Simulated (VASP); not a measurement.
Write the native input for VASP 6.6.1 that does the following.

| Quantity | Value |
| --- | --- |
| Task | single point |
| Functional | PBEsol |
| Potentials or basis | VASP PAW PBE potentials, release 64 (Co, O) |
| Cutoff | 520 eV |
| k mesh | 18 × 18 × 8 |
| Occupations | gaussian, width 0.1 eV |
| Spin | collinear spin, antiferromagnetic start |
| Starting moments | [-2.02, 2.02, 0.14, -0.14] μB |
| Dipole correction | no |
| Further INCAR settings | ALGO = Normal; EDIFF = 1e-07; NBANDS = 27 |

The structure of CoO lies in POSCAR:

```
CoO
1.0
    3.0504958688      0.0000000000      0.0000000000
   -1.5252479344      2.6418069165      0.0000000000
    0.0000000000      0.0000000000      5.2535343033
Co O
2 2
Direct
    0.0000000000      0.0000000000      0.0095000581
    0.3333333333      0.6666666667      0.5095004770
    0.0000000000      0.0000000000      0.3655001831
    0.3333333333      0.6666666667      0.8655002818
```

These files were run (other wordings do the same):

INCAR

```
SYSTEM = CoO
ALGO = Normal
EDIFF = 1E-7
ENCUT = 520
GGA = PS
ISIF = 2
ISMEAR = 0
ISPIN = 2
LASPH = .True.
LCHARG = .False.
LMAXMIX = 4
LORBIT = 11
LREAL = .False.
LWAVE = .False.
MAGMOM = -2.02 2.02 0.14 -0.14
NBANDS = 27
NELM = 150
PREC = Accurate
SIGMA = 0.1
```

KPOINTS

```
k-points
0
Gamma
  18 18 8
  0 0 0
```

Potentials or basis: VASP PAW PBE potentials, release 64 (Co, O).

The run is started by

```console
$ cat potpaw_PBE.64/Co/POTCAR potpaw_PBE.64/O/POTCAR > POTCAR
$ mpirun -np 1 vasp_std > vasp.out
```

It gave:

The pressure is -0.2 GPa, the largest force is 0.021 eV/Å and the band gap on the k mesh is zero (filled and empty bands overlap). The net moment is 0.00 μB per cell, the site moments are Co -2.02, +2.02; O +0.14, -0.14 μB and the valence electrons inside the program's atomic spheres are Co 8.17; O 4.99.

Caveat: the PAW data sets were made with another functional, which shifts forces and pressure a little; semilocal functionals often make such compounds metallic where correlation or magnetic order opens a gap, which also shifts bond lengths.

It took 12 min on 1 thread of Oxide Virtual Turin-like Processor (shared host), peak memory 0.37 GiB.
